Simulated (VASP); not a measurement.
Runs of VASP 6.6.1 on YbSe2. The structure is that of space group Fm-3m (No. 225), or close to it. The cells are those of the table. 

| spin | cell | gap on the mesh (eV) | pressure (GPa) | moment (μB) |
| --- | --- | --- | --- | --- |
| collinear | a = 4.755 Å, angles 60.0°, 3 atoms | none | (a) | 0.00 |
| collinear | a = 4.786 Å, angles 60.0°, 3 atoms | none | -2.0 | 0.00 |
| collinear | a = 4.692 Å, angles 60.0°, 3 atoms | none | 1.5 | 0.00 |
| collinear, ferromagnetic start | a = 4.795 Å, angles 60.0°, 3 atoms | none | (b) | 0.00 |
| collinear | a = 4.660 Å, angles 60.0°, 3 atoms | none | 2.4 | 0.00 |

Alike in all rows: task single point; level PBEsol; potentials or basis VASP PAW PBE potentials, release 64 (Yb, Se); k mesh 8 × 8 × 8; cutoff (eV) 520; smearing gaussian 0.05 eV.

Problem. Fill in the values left out.

Solution. (a) -1.0; (b) -2.3.

Caveats: the PAW data sets were made with another functional, which shifts forces and pressure a little; spin-orbit coupling is left out, which moves the levels of the heavy elements.

A k mesh can miss the band edges, and the runs leave out spin-orbit coupling on Se, Yb.

A gap of «none» marks levels without a gap at the run's occupations.
